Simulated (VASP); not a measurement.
Runs of VASP 6.6.1 on Cd. The structure is that of space group P6_3/mmc (No. 194), or close to it. The cells are those of the table. 

```tsv
cell	gap on the mesh (eV)	pressure (GPa)
a = 3.139, b = 3.139, c = 6.213 Å, angles 90.0, 90.0, 120.0°, 2 atoms	none	-1.7
a = 2.975, b = 2.975, c = 5.890 Å, angles 90.0, 90.0, 120.0°, 2 atoms	none	4.1
a = 3.100, b = 3.100, c = 6.136 Å, angles 90.0, 90.0, 120.0°, 2 atoms	none	(a)
a = 3.059, b = 3.059, c = 6.056 Å, angles 90.0, 90.0, 120.0°, 2 atoms	none	(b)
a = 3.018, b = 3.018, c = 5.974 Å, angles 90.0, 90.0, 120.0°, 2 atoms	none	1.9
```

Alike in all rows: task single point; level RPBE; potentials or basis VASP PAW PBE potentials, release 64 (Cd); no spin polarisation; k mesh 19 × 19 × 9; cutoff (eV) 520; smearing fermi-dirac 0.1 eV.

**Question.** Fill in the values left out.

**Answer.** (a) -0.9; (b) 0.3.

Caveats: the PAW data sets were made with another functional, which shifts forces and pressure a little.

A k mesh can miss the band edges, and the runs leave out spin-orbit coupling on Cd.

A gap of «none» marks levels without a gap at the run's occupations.
